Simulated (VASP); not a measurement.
A run of VASP 6.6.1 is set up as follows.

The input INCAR:

```
SYSTEM = MnHg
PREC = Accurate
ENCUT = 520
EDIFF = 1E-6
ISMEAR = 0
SIGMA = 0.1
LREAL = .FALSE.
LASPH = .TRUE.
NELM = 150
ALGO = Normal
ISIF = 2
LWAVE = .FALSE.
LCHARG = .FALSE.
ISPIN = 2
MAGMOM = 0.78 -0.04
LORBIT = 11
NUPDOWN = 0.62
LMAXMIX = 4
GGA = PE
NBANDS = 24
```

Contents of KPOINTS:

```
regular mesh
0
G
  12 12 12
  0 0 0
```

File POSCAR:

```
MnHg
1.0
    3.2880000000      0.0000000000      0.0000000000
    0.0000000000      3.2880000000      0.0000000000
    0.0000000000      0.0000000000      3.3130000000
Mn Hg
1 1
Direct
    0.5000000000      0.5000000000      0.5000000000
    0.0000000000      0.0000000000      0.0000000000
```

Potentials or basis: VASP PAW PBE potentials, release 64 (Mn_pv, Hg).

The run is started by

```sh
$ cat potpaw_PBE.64/Mn_pv/POTCAR potpaw_PBE.64/Hg/POTCAR > POTCAR
$ mpirun -np 1 vasp_std > vasp.out
```

**Question.** Estimate the pressure.

**Answer.** -12.5 GPa.

Caveat: the total moment is fixed, so each spin has its own Fermi level.
